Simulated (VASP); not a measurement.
# AlN (Cm) in VASP: further runs

The runs below take AlN through single point, with r2SCAN.

All numbers are computed with VASP 6.6.1; they aren't measurements. Logs are shortened: lines on timing, memory, paths and dates and some standing lists are left out, and cuts for length are marked.

### Step 1. The cell of the first run

It takes space group Cm (No. 8, monoclinic). Conventional cell: a = 5.388 Å, b = 3.111 Å, c = 9.996 Å, α = 90.00°, β = 95.16°, γ = 90.00°. Al (site symmetry m) has 4 N at 1.89 to 2.12 Å within 2.5 Å. Within 2.5 Å of Al (site symmetry m) lie 4 N at 1.89 to 1.92 Å. Al (site symmetry m) has 4 N at 1.89 to 1.92 Å within 2.5 Å. Al (site symmetry m) has 4 N at 1.89 to 1.92 Å within 2.5 Å. Within 2.5 Å of N (site symmetry m) lie 4 Al at 1.89 to 2.12 Å. Within 2.5 Å of N (site symmetry m) lie 4 Al at 1.89 to 1.92 Å. Within 2.5 Å of N (site symmetry m) lie 4 Al at 1.89 to 1.92 Å. Within 2.5 Å of N (site symmetry m) lie 4 Al at 1.89 to 1.92 Å.

### Step 2. Single point, r2SCAN

The input, POSCAR:

```
AlN
1.0
   -3.1110021516      0.0000000000      0.0000000000
   -1.5555010758     -2.6942068945      0.0000000000
   -0.7779060880     -0.4491242893      9.9560000000
Al N
4 4
Direct
    0.1826782083      0.1826782083      0.9037500000
    0.2660282083      0.2660282083      0.4037500000
    0.6410365417      0.6410365417      0.1537500000
    0.5576865417      0.5576865417      0.6537500000
    0.3172884583      0.3172884583      0.0962500000
    0.2339384583      0.2339384583      0.5962500000
    0.6089467917      0.6089467917      0.3462500000
    0.5255967917      0.5255967917      0.8462500000
```

The input, INCAR.step1:

```
SYSTEM = AlN
PREC     = Accurate       ! precision mode
ENCUT    = 520            ! plane-wave cutoff, eV
ISMEAR   = 0              ! smearing method
SIGMA    = 0.05           ! smearing width, eV
LREAL    = .False.        ! projectors in reciprocal space
LASPH    = .True.         ! aspherical terms in the spheres
NELM     = 100            ! most SCF steps
NBANDS   = 26             ! bands
GGA      = PE             ! functional
ALGO     = Normal         ! electronic algorithm
EDIFF    = 1E-4           ! SCF threshold, eV
LWAVE    = .True.         ! write WAVECAR
LCHARG   = .False.        ! write CHGCAR
```

The input, INCAR.step2:

```
SYSTEM = AlN
PREC     = Accurate       ! precision mode
ENCUT    = 520            ! plane-wave cutoff, eV
EDIFF    = 1E-7           ! SCF threshold, eV
ISMEAR   = 0              ! smearing method
SIGMA    = 0.05           ! smearing width, eV
LREAL    = .False.        ! projectors in reciprocal space
LASPH    = .True.         ! aspherical terms in the spheres
NELM     = 100            ! most SCF steps
ALGO     = Normal         ! electronic algorithm
ISIF     = 2              ! what is computed and relaxed
LWAVE    = .False.        ! write WAVECAR
LCHARG   = .False.        ! write CHGCAR
METAGGA  = R2SCAN         ! meta-GGA
LMIXTAU  = .True.       
NBANDS   = 26             ! bands
ISTART   = 1
```

The input, KPOINTS:

```
Automatic mesh
0
Gamma
  8 8 3
  0 0 0
```

Potentials or basis: VASP PAW PBE potentials, release 64 (Al, N).

Run with:

```sh
cat potpaw_PBE.64/Al/POTCAR potpaw_PBE.64/N/POTCAR > POTCAR
cp INCAR.step1 INCAR
mpirun -np 1 vasp_std > vasp.out
cp INCAR.step2 INCAR
mpirun -np 1 vasp_std > vasp.out
```

OUTCAR:

```text
SYSTEM = AlN
   PREC = Accurate
   ENCUT = 520
   EDIFF = 1E-7
   ISMEAR = 0
   LREAL = .False.
   LASPH = .True.
   NELM = 100
   ISIF = 2
   METAGGA = R2SCAN
   ISTART = 1

 ion  position               nearest neighbor table
   1  0.183  0.183  0.904-   8 1.89   8 1.89   8 1.89   5 2.12   3 2.94   3 2.94   4 3.07   4 3.07
                             4 3.07
   2  0.266  0.266  0.404-   7 1.89   7 1.89   7 1.89   6 1.92   3 3.07   4 3.07   4 3.07   3 3.07
                             4 3.07   3 3.07
   3  0.641  0.641  0.154-   5 1.89   5 1.89   5 1.89   7 1.92   1 2.94   1 2.94   2 3.07   2 3.07
                             2 3.07
   4  0.558  0.558  0.654-   6 1.89   6 1.89   6 1.89   8 1.92   1 3.07   2 3.07   1 3.07   2 3.07
                             2 3.07   1 3.07
   5  0.317  0.317  0.096-   3 1.89   3 1.89   3 1.89   1 2.12
   6  0.234  0.234  0.596-   4 1.89   4 1.89   4 1.89   2 1.92
   7  0.609  0.609  0.346-   2 1.89   2 1.89   2 1.89   3 1.92
   8  0.526  0.526  0.846-   1 1.89   1 1.89   1 1.89   4 1.92

  LATTYP: Found a base centered monoclinic cell.
 ALAT       =     5.3884137890
 B/A-ratio  =     0.5773502692
 C/A-ratio  =     1.8551727990
 COS(beta)  =    -0.0898568587

  Lattice vectors:

 A1 = (   3.1110021516,   0.0000000000,   0.0000000000)
 A2 = (   1.5555010758,   2.6942068945,   0.0000000000)
 A3 = (  -0.7779060880,  -0.4491242893,   9.9560000000)

Analysis of symmetry for initial positions (statically):
=====================================================================
 Subroutine PRICEL returns:
 Original cell was already a primitive cell.

 Routine SETGRP: Setting up the symmetry group for a
 base centered monoclinic supercell.

 Subroutine GETGRP returns: Found  2 space group operations
 (whereof  2 operations were pure point group operations)
 out of a pool of  4 trial point group operations.

The static configuration has the point symmetry C_1h.

Analysis of symmetry for dynamics (positions and initial velocities):
=====================================================================
 Subroutine PRICEL returns:
 Original cell was already a primitive cell.

 Routine SETGRP: Setting up the symmetry group for a
 base centered monoclinic supercell.

 Subroutine GETGRP returns: Found  2 space group operations
 (whereof  2 operations were pure point group operations)
 out of a pool of  4 trial point group operations.

The dynamic configuration has the point symmetry C_1h.

 Subroutine INISYM returns: Found  2 space group operations
 (whereof  2 operations are pure point group operations),
 and found     1 'primitive' translations

----------------------------------------------------------------------------------------

                                     Primitive cell

  volume of cell :      83.4480

  direct lattice vectors                    reciprocal lattice vectors
    -3.111002152  0.000000000  0.000000000    -0.321439829  0.185583372 -0.016743672
    -1.555501076 -2.694206895  0.000000000     0.000000000 -0.371166744 -0.016743672
    -0.777906088 -0.449124289  9.956000000     0.000000000  0.000000000  0.100441945

  length of vectors
     3.111002152  3.111002152  9.996438691     0.371544213  0.371544213  0.100441945

  position of ions in fractional coordinates (direct lattice)
     0.182678208  0.182678208  0.903750000
     0.266028208  0.266028208  0.403750000
     0.641036542  0.641036542  0.153750000
     0.557686542  0.557686542  0.653750000
     0.317288458  0.317288458  0.096250000
     0.233938458  0.233938458  0.596250000
     0.608946792  0.608946792  0.346250000
     0.525596792  0.525596792  0.846250000

  ion indices of the primitive-cell ions
   primitive index   ion index
                 1           1
                 2           2
                 3           3
                 4           4
                 5           5
                 6           6
                 7           7
                 8           8

----------------------------------------------------------------------------------------

 KPOINTS: Automatic mesh

Automatic generation of k-mesh.
 Grid dimensions read from file:
 generate k-points for:    8    8    3

 Generating k-lattice:

  Cartesian coordinates                     Fractional coordinates (reciprocal lattice)
    -0.040179979  0.023197921 -0.002092959     0.125000000  0.000000000  0.000000000
     0.000000000 -0.046395843 -0.002092959     0.000000000  0.125000000  0.000000000
     0.000000000  0.000000000  0.033480648     0.000000000  0.000000000  0.333333333

  Length of vectors
     0.046443027  0.046443027  0.033480648

  Shift w.r.t. Gamma in fractional coordinates (k-lattice)
     0.000000000  0.000000000  0.000000000

 Subroutine IBZKPT returns following result:
 ===========================================

 Found     57 irreducible k-points:

 Following reciprocal coordinates:
            Coordinates               Weight
  0.000000  0.000000  0.000000      1.000000
  0.125000  0.000000 -0.000000      4.000000
  0.250000  0.000000 -0.000000      4.000000
  0.375000  0.000000  0.000000      4.000000
  0.500000  0.000000 -0.000000      2.000000
  0.125000  0.125000 -0.000000      2.000000
[... 16 lines left out ...]
  0.125000  0.000000  0.333333      4.000000
  0.250000  0.000000  0.333333      4.000000
 [... further k-points ...]
   k-points           NKPTS =     57   k-points in BZ     NKDIM =     57   number of bands    NBANDS=     26
   number of dos      NEDOS =    301   number of ions     NIONS =      8
   total plane-waves  NPLWV =  46080
   dimension x,y,z NGX =    24 NGY =   24 NGZ =   80
   dimension x,y,z NGXF=    48 NGYF=   48 NGZF=  160
   ions per type =               4   4
   NGX,Y,Z   is equivalent  to a cutoff of  12.83, 12.83, 13.30 a.u.
   NGXF,Y,Z  is equivalent  to a cutoff of  25.65, 25.65, 26.61 a.u.
 SYSTEM =  AlN
   PREC   = accura    normal or accurate (medium, high low for compatibility)
   ISTART =      1    job   : 0-new  1-cont  2-samecut
   ICHARG =      0    charge: 1-file 2-atom 10-const
   ISPIN  =      1    spin polarized calculation?
   LNONCOLLINEAR =      F non collinear calculations
   LSORBIT =      F    spin-orbit coupling
   LASPH  =      T    aspherical Exc in radial PAW
   ENCUT  =  520.0 eV  38.22 Ry    6.18 a.u.   5.78  5.78 18.59*2*pi/ulx,y,z
   NELM   =    100;   NELMIN=  2; NELMDL=  0     # of ELM steps
   EDIFF  = 0.1E-06   stopping-criterion for ELM
   LREAL  =      F    real-space projection
   EDIFFG = 0.1E-05   stopping-criterion for IOM
   NSW    =      0    number of steps for IOM
   IBRION =     -1    ionic relax: 0-MD 1-quasi-New 2-CG
   NFREE  =      0    steps in history (QN), initial steepest desc. (CG)
   ISIF   =      2    stress and relaxation
   ISYM   =      2    0-nonsym 1-usesym 2-fastsym
   POTIM  = 0.5000    time-step for ionic-motion
   TEBEG  =    0.0;   TEEND  =   0.0 temperature during run
   PSTRESS=    0.0 pullay stress
   NELECT =      32.0000    total number of electrons
   NUPDOWN=      -1.0000    fix difference up-down
   EMIN   =  10.00;   EMAX   =-10.00  energy-range for DOS
   EFERMI =   0.00;   METHOD = LEGACY
   ISMEAR =     0;   SIGMA  =   0.05  broadening in eV -4-tet -1-fermi 0-gaus
   EFERMI_NEDOS =   21; number of points for ismear=-14 and -15
   IALGO  =     38    algorithm
   IMIX   =      4    mixing-type and parameters
     AMIX     =   0.40;   BMIX     =  1.00
     AMIX_MAG =   1.60;   BMIX_MAG =  1.00
  volume/ion in A,a.u.               =      10.43        70.39
  Fermi-wavevector in a.u.,A,eV,Ry     =   1.189377  2.247596 19.247033  1.414617
  Thomas-Fermi vector in A             =   2.325485
   LORBIT       =      0    0 simple, 1 ext, 2 COOP (PROOUT), +10 PAW based schemes
   METAGGA = R2SCAN    functional components
   LHFCALC =     F    Hartree Fock is set to
   AEXX    =    0.0000 exact exchange contribution
   IVDW    =     0    specifies the selected vdW correction
   LEPSILON=     F    determine dielectric tensor
   LRPA    =     F    only Hartree local field effects (RPA)
 non-spin polarized calculation
 Gauss-broadening in eV      SIGMA  =   0.05
  energy-cutoff  :      520.00
  volume of cell :       83.45
 maximum number of plane-waves:      2262
   NGX = 11   NGY = 11   NGZ = 37

 number of electron      32.0000000 magnetization

 Free energy of the ion-electron system (eV)
  ---------------------------------------------------
  ext. energy  EPLUGINS =         0.00000000
  ---------------------------------------------------
  free energy    TOTEN  =       -75.91199818 eV

  energy without entropy =      -75.91199818  energy(sigma->0) =      -75.91199818

 E-fermi :   6.7095     XC(G=0): -11.4278

 val. band max:        6.4473999138   @ k =   0.0000   0.0000   0.0000
 cond. band min:      10.4402904529   @ k =   0.0000   0.0000   0.0000
 fundamental gap:      3.9928905391
 Fermi energy:         6.7094801413

 k-point     1 :       0.0000    0.0000    0.0000
  band No.  band energies     occupation
      1     -10.0244      2.00000
      2      -9.1428      2.00000
      3      -9.0851      2.00000
      4      -7.8520      2.00000
      5      -0.0719      2.00000
      6       2.5784      2.00000
[... 18 lines left out ...]
     25      17.9608      0.00000
     26      18.0889      0.00000

 k-point     2 :       0.1250    0.0000   -0.0000
  band No.  band energies     occupation
      1      -9.8265      2.00000
      2      -8.9891      2.00000
      3      -8.8950      2.00000
      4      -7.7384      2.00000
      5       0.1682      2.00000
      6       2.4878      2.00000
[... 18 lines left out ...]
     25      17.5079      0.00000
     26      18.4890      0.00000

 k-point     3 :       0.2500    0.0000   -0.0000
  band No.  band energies     occupation
      1      -9.2804      2.00000
      2      -8.5567      2.00000
      3      -8.4092      2.00000
      4      -7.4654      2.00000
      5       0.8474      2.00000
      6       1.7648      2.00000
[... 572 lines left out ...]
 k-point    23 :       0.1250    0.0000    0.3333
  band No.  band energies     occupation
      1      -9.7396      2.00000
      2      -9.3746      2.00000
      3      -8.4414      2.00000
      4      -7.9035      2.00000
      5       0.4684      2.00000
      6       1.4911      2.00000
[... 18 lines left out ...]
     25      17.7248      0.00000
     26      18.4159      0.00000

 k-point    24 :       0.2500    0.0000    0.3333
  band No.  band energies     occupation
      1      -9.2147      2.00000
      2      -8.8426      2.00000
      3      -8.0815      2.00000
      4      -7.5767      2.00000
      5       0.9761      2.00000
      6       1.3960      2.00000
[... 18 lines left out ...]
     25      17.4704      0.00000
     26      18.2400      0.00000

 [... further k-points ...]
[... 5 lines left out ...]
  --------------------------------------------------------------------------------------
  -------------------------------------------------------------------------------------
  Total       -2.0945847     -1.4218356      0.9119037     -0.5826178      2.3019494      3.9870952
  in kB      -40.2153980    -27.2988173     17.5082767    -11.1860870     44.1967382     76.5510305
  external PRESSURE =     -16.6686462 kB  Pullay stress =       0.0000000 kB

 VOLUME and BASIS-vectors are now :
 -----------------------------------------------------------------------------
  energy-cutoff  :      520.00
  volume of cell :       83.45
      direct lattice vectors                 reciprocal lattice vectors
    -3.111002152  0.000000000  0.000000000    -0.321439829  0.185583372 -0.016743672
    -1.555501076 -2.694206895  0.000000000     0.000000000 -0.371166744 -0.016743672
    -0.777906088 -0.449124289  9.956000000     0.000000000  0.000000000  0.100441945

 POSITION                                       TOTAL-FORCE (eV/Angst)
 -----------------------------------------------------------------------------------
     -1.55550     -0.89807      8.99774        -0.980414     -0.566042      0.350376
     -1.55550     -0.89807      4.01974         0.016282      0.009401      0.090672
     -3.11100     -1.79614      1.53074        -0.016611     -0.009590      0.817726
     -3.11100     -1.79614      6.50874        -0.080736     -0.046613      0.033650
     -1.55550     -0.89807      0.95826         1.602342      0.925112     -0.304826
     -1.55550     -0.89807      5.93626        -0.012386     -0.007151     -0.133709
     -3.11100     -1.79614      3.44726         0.065583      0.037865     -0.105300
     -3.11100     -1.79614      8.42526        -0.594059     -0.342980     -0.748589
 -----------------------------------------------------------------------------------
    total drift:                               -0.000693     -0.000400     -0.012620

  FREE ENERGIE OF THE ION-ELECTRON SYSTEM (eV)
  ---------------------------------------------------
  free  energy   TOTEN  =       -75.9119981833 eV

  energy  without entropy=      -75.9119981833  energy(sigma->0) =      -75.91199818
```

Run time: 5.7 min. Hardware: 1 thread of Intel Xeon Platinum 8488C (Sapphire Rapids), shared host; peak memory 0.26 GiB.

Results:

```yaml
Free_energy: -75.9120 eV
Pressure: -1.7 GPa
Largest_force: 1.875 eV/Å
Band_gap_on_the_k_mesh: 3.99 eV, direct
```

Forces in eV/Å, atoms in the order of the input:
```
Al  -0.980 -0.566  0.350
Al   0.016  0.009  0.091
Al  -0.017 -0.010  0.818
Al  -0.081 -0.047  0.034
N    1.602  0.925 -0.305
N   -0.012 -0.007 -0.134
N    0.066  0.038 -0.105
N   -0.594 -0.343 -0.749
```

Caveat: the PAW data sets were made with another functional, which shifts forces and pressure a little. A k mesh can miss the band edges.

### Step 3. Single point, r2SCAN

This run uses another cell than the first one, of the same volume but with other edges.

The input, POSCAR:

```
AlN
1.0
   -3.1110021516      0.0000000000      0.0000000000
   -1.5555010758     -2.6942068945      0.0000000000
   -2.3332516137     -1.3471034473      9.9560000000
Al N
4 4
Direct
   -0.1185416667     -0.1185416667      0.9037500000
    0.1314583333      0.1314583333      0.4037500000
    0.5897916667      0.5897916667      0.1537500000
    0.3397916667      0.3397916667      0.6537500000
    0.2852083333      0.2852083333      0.0962500000
    0.0352083333      0.0352083333      0.5962500000
    0.4935416667      0.4935416667      0.3462500000
    0.2435416667      0.2435416667      0.8462500000
```

The input, INCAR.step1:

```
  PREC = Accurate
  ENCUT = 520
  ISMEAR = 0
  SIGMA = 0.05
  LREAL = False
  LASPH = True
  NELM = 100
  NBANDS = 26
  GGA = PE
  ALGO = Normal
  EDIFF = 1E-4
  LWAVE = True
  LCHARG = False
```

The input, INCAR.step2:

```
  PREC = Accurate
  ENCUT = 520
  EDIFF = 1E-6
  ISMEAR = 0
  SIGMA = 0.05
  LREAL = False
  LASPH = True
  NELM = 100
  ALGO = Normal
  ISIF = 2
  LWAVE = False
  LCHARG = True
  METAGGA = R2SCAN
  LMIXTAU = True
  LELF = True
  LVHAR = True
  NBANDS = 26
  ISTART = 1
```

The input, KPOINTS:

```
Automatic mesh
0
Gamma
  8 8 3
```

Potentials or basis: VASP PAW PBE potentials, release 64 (Al, N).

Run with:

```sh
cat potpaw_PBE.64/Al/POTCAR potpaw_PBE.64/N/POTCAR > POTCAR
cp INCAR.step1 INCAR
mpirun -np 1 vasp_std > vasp.out
cp INCAR.step2 INCAR
mpirun -np 1 vasp_std > vasp.out
```

Wall time 5.2 min (1 thread of Intel Xeon Platinum 8488C (Sapphire Rapids), shared host); peak memory 0.26 GiB.

It converged, with:

- Free energy: -75.2865 eV
- Pressure: -2.1 GPa
- Largest force: 1.600 eV/Å
- Band gap on the k mesh: 3.74 eV, direct

Forces in eV/Å, atoms in the order of the input:
```
Al  -0.464 -0.268 -0.216
Al  -0.002 -0.001  0.103
Al   0.446  0.257  1.515
Al   0.078  0.045  0.065
N   -0.676 -0.390 -0.293
N    0.028  0.016 -0.173
N   -0.067 -0.038 -0.130
N    0.657  0.379 -0.871
```

Stress tensor (GPa, compression positive):
```
-2.96  4.70 -2.31
 4.70 -8.39 -1.34
-2.31 -1.34  5.03
```

Levels at points of the mesh, in eV from the valence-band top:
```tsv
k point	band 13	band 14	band 15	band 16	band 17	band 18	band 19	band 20
(0.00, 0.00, 0.00)	-0.91	-0.78	-0.72	0.00	3.74	6.09	6.74	7.18
(0.50, 0.00, 0.00)	-2.14	-1.77	-1.37	-0.61	4.00	5.77	6.01	6.62
(0.50, 0.50, 0.00)	-2.00	-1.64	-1.22	-0.97	3.75	5.32	6.03	6.52
```

Caveat: the PAW data sets were made with another functional, which shifts forces and pressure a little. r2SCAN opens gaps a little over a GGA but as a rule still falls short of measured ones.
